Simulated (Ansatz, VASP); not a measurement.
**Ba3SbP in VASP and in Ansatz**

```
Ba Sb P
1.0
     6.11318    0.00000    0.00000
     0.00000    6.11318    0.00000
     0.00000    0.00000    6.11318
Ba Sb P
3 1 1
Direct
  0.00000 0.50000 0.50000
  0.50000 0.00000 0.50000
  0.50000 0.50000 0.00000
  0.00000 0.00000 0.00000
  0.50000 0.50000 0.50000
```

Alike in both runs: task single point; functional PBE; k mesh 1 × 1 × 1; occupations gaussian, width 0.1 eV; no spin polarisation.

```csv
,VASP,Ansatz
version,VASP 6.6.1,Ansatz 0.2.0
potentials or method,"VASP PAW PBE potentials, release 64 (Ba_sv, Sb, P), cutoff 520 eV","scalar-relativistic, plane waves, PAW"
valence electrons in the cell,40,50
```

```tsv
	VASP	Ansatz	Ansatz less VASP
pressure (GPa)	11.5	10.1	-1.46
```

VASP's potentials hold 40 valence electrons a cell and Ansatz's 50, so a difference there can come from the potentials and not from the codes.

The k mesh is coarse, so the values compare programs but aren't converged. Spin-orbit coupling is off throughout.
